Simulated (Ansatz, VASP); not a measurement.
# Two plane-wave programs on SiNi

```xyz
8
Lattice="4.4272 0.0000 0.0000 0.0000 4.4272 0.0000 0.0000 0.0000 4.4272" Properties=species:S:1:pos:R:3 pbc="T T T"
Si    2.8940    0.6803    1.5333
Si    0.6803    1.5333    2.8940
Si    1.5333    2.8940    0.6803
Si    3.7469    3.7469    3.7469
Ni    1.5515    3.7651    2.8758
Ni    3.7651    2.8758    1.5515
Ni    2.8758    1.5515    3.7651
Ni    0.6621    0.6621    0.6621
```

Alike in both runs: functional LDA; k mesh 4 × 4 × 4; occupations gaussian, width 0.1 eV; no spin polarisation.

Ansatz relaxed the structure, and its values are those at the end. VASP's run is a single point on that final structure, the one shown.

```csv
,VASP,Ansatz
version,VASP 6.6.1,Ansatz 0.2.0
potentials or method,"VASP PAW LDA potentials, release 64 (Si, Ni), cutoff 520 eV","scalar-relativistic, plane waves, PAW"
valence electrons in the cell,56,88
```

|  | VASP | Ansatz | Ansatz less VASP |
| --- | --- | --- | --- |
| gap on the k mesh at the Fermi level (eV) | none | none | - |
| pressure (GPa) | 0.8 | 0.4 | -0.34 |
| rms of the force components (eV/Å) | 0.003 | 0.002 | -0.0006 |

LDA's correlation is that of Perdew and Zunger in VASP and of Perdew and Wang (1992) in Ansatz. A gap of «none» marks a metal or a gap that the smearing closes. VASP's potentials hold 56 valence electrons a cell and Ansatz's 88, so a difference there can come from the potentials and not from the codes.
